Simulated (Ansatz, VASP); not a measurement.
# Li in VASP and in Ansatz

The input INCAR:

```
SYSTEM = Li
PREC = Accurate
ENCUT = 750
EDIFF = 1E-6
ISMEAR = -1
SIGMA = 0.1
LREAL = .FALSE.
LASPH = .TRUE.
NELM = 120
ALGO = Normal
ISIF = 2
LWAVE = .FALSE.
LCHARG = .TRUE.
GGA = PE
LELF = .TRUE.
LVHAR = .TRUE.
NBANDS = 8
GGA_COMPAT = .FALSE.
```

The input KPOINTS:

```
Automatic mesh
0
G
  17 17 17
  0 0 0
```

The input POSCAR:

```
Li
1.0
   -1.6260913688      1.6260913688      1.6260913688
    1.6260913688     -1.6260913688      1.6260913688
    1.6260913688      1.6260913688     -1.6260913688
Li
1
Direct
    0.0000000000      0.0000000000      0.0000000000
```

Input for Ansatz:

```yaml
crystal:
  lattice:
    - [-1.6260913688, 1.6260913688, 1.6260913688]
    - [1.6260913688, -1.6260913688, 1.6260913688]
    - [1.6260913688, 1.6260913688, -1.6260913688]
  atoms:
    - { symbol: Li, position: [0.0, 0.0, 0.0] }
kpoints:
  mp_grid: { grid: [17, 17, 17] }
scf:
  occupations: { method: fermi_dirac, width: 0.1 }
hamiltonian:
  xc: pbe
  pseudopotentials: { kind: paw }
output:
  forces: true
  stress: true
  eigenvalues: true
  populations: true
```

Change from the starting cell: volume scaled by 0.85, PAW files.

Alike in both runs: task single point; functional PBE; k mesh 17 × 17 × 17; occupations fermi-dirac, width 0.1 eV; no spin polarisation.

```csv
,VASP,Ansatz
version,VASP 6.6.1,Ansatz 0.2.0
potentials or method,"VASP PAW PBE potentials, release 64 (Li_sv)","PAW with Ansatz's default frozen-core files, scalar-relativistic"
plane-wave cutoff (eV),750,420
valence electrons in the cell,3,3
```

|  | VASP | Ansatz | Ansatz less VASP |
| --- | --- | --- | --- |
| pressure (GPa) | 2.8 | 3.0 | +0.17 |

The functional is the same, so the differences come from potentials, cutoffs and numerics.
